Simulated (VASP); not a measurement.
A run of VASP 6.6.1 is set up as follows.

POSCAR

```
BP
1.0
    0.0000000000      2.2840269280      2.2840269280
    2.2840269280      0.0000000000      2.2840269280
    2.2840269280      2.2840269280      0.0000000000
P B
1 1
Direct
    0.7500000000      0.7500000000      0.7500000000
    0.0000000000      0.0000000000      0.0000000000
```

Contents of INCAR.step1:

```
SYSTEM = BP
ALGO = Normal ; EDIFF = 1E-5
ENCUT = 520 ; GGA = PE
ISIF = 2 ; ISMEAR = -1
LASPH = .TRUE. ; LREAL = .FALSE.
LWAVE = .TRUE. ; NBANDS = 11
NELM = 80 ; PREC = Accurate
SIGMA = 0.05
```

Contents of INCAR.step2:

```
SYSTEM = BP
AEXX = 0.5 ; AGGAC = 1.0
AGGAX = 0.5 ; ALDAC = 0.0
ALDAX = 0.5 ; ALGO = Normal
EDIFF = 1E-7 ; ENCUT = 520
GGA = B5 ; ISIF = 2
ISMEAR = -1 ; ISTART = 1
LASPH = .TRUE. ; LCHARG = .TRUE.
LELF = .TRUE. ; LHFCALC = .TRUE.
LREAL = .FALSE. ; LVHAR = .TRUE.
LWAVE = .FALSE. ; NBANDS = 11
NELM = 80 ; PREC = Accurate
PRECFOCK = Normal ; SIGMA = 0.05
```

The input KPOINTS:

```
k-points
0
G
  5 5 5
  0 0 0
```

Potentials or basis: VASP PAW PBE potentials, release 64 (P, B).

The run is started by

```sh
$ cat potpaw_PBE.64/P/POTCAR potpaw_PBE.64/B/POTCAR > POTCAR
$ cp INCAR.step1 INCAR
$ mpirun -np 1 vasp_std > vasp.out
$ cp INCAR.step2 INCAR
$ mpirun -np 1 vasp_std > vasp.out
```

Q: Predict the band gap on the k mesh.

A: 4.68 eV, indirect (least direct gap 7.08 eV).

Q: Predict the pressure.

A: -4.1 GPa.

Caveat: the k points lie up to 0.48 Å⁻¹ apart; the PAW data sets were made with another functional, which shifts forces and pressure a little. A k mesh can miss the band edges.
